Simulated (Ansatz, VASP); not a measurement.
**One calculation of GaN, two programs**

Contents of INCAR:

```
SYSTEM = GaN
  PREC = Accurate
  ENCUT = 600
  EDIFF = 1E-6
  ISMEAR = 0
  SIGMA = 0.02
  LREAL = .False.
  LASPH = .True.
  NELM = 60
  ALGO = Normal
  ISIF = 3
  LWAVE = .False.
  LCHARG = .False.
  GGA = PE
  IBRION = 2
  NSW = 100
  EDIFFG = -0.005
```

KPOINTS

```
regular mesh
0
Gamma
  12 12 6
  0 0 0
```

The input POSCAR:

```
GaN
1.0
    3.1889304000      0.0000000000      0.0000000000
   -1.5944652000      2.7616947400      0.0000000000
    0.0000000000      0.0000000000      5.1923572500
Ga N
2 2
Direct
    0.6666666700      0.3333333300      0.4990837100
    0.3333333300      0.6666666700      0.9990837100
    0.6666666700      0.3333333300      0.8759162900
    0.3333333300      0.6666666700      0.3759162900
```

Input for Ansatz:

```yaml
crystal:
  lattice:
    - [3.1889304, 0.0, 0.0]
    - [-1.5944652, 2.76169474, 0.0]
    - [0.0, 0.0, 5.19235725]
  atoms:
    - { symbol: Ga, position: [0.66666667, 0.33333333, 0.49908371] }
    - { symbol: Ga, position: [0.33333333, 0.66666667, 0.99908371] }
    - { symbol: "N", position: [0.66666667, 0.33333333, 0.87591629] }
    - { symbol: "N", position: [0.33333333, 0.66666667, 0.37591629] }
basis:
  ecutwfc: 420
kpoints:
  mp_grid: { grid: [12, 12, 6] }
hamiltonian:
  xc: pbe
scf:
  occupations: { method: gaussian, width: 0.02 }
output:
  forces: true
  stress: true
  eigenvalues: true
relax:
  adjacent_minimum: "off"
  f_tol: 0.005
  max_steps: 80
  cell: { stress_tol: 0.05 }
```

Alike in both runs: task relaxation of cell and atoms; functional PBE; k mesh 12 × 12 × 6; occupations gaussian, width 0.02 eV; no spin polarisation.

```csv
,VASP,Ansatz
version,VASP 6.6.1,Ansatz 0.2.0
potentials or method,"VASP PAW PBE potentials, release 64 (Ga_d, N), cutoff 600 eV","scalar-relativistic, plane waves, PAW"
valence electrons in the cell,36,36
```

```tsv
	VASP	Ansatz	Ansatz less VASP
gap on the k mesh at the Fermi level, each at its own relaxed structure (eV)	1.72	1.71	-0.010
relaxed volume (Å³/atom)	11.75	11.76	+0.006
relaxed cell length with the largest relative difference (Å)	5.242	5.243	+0.0016
```
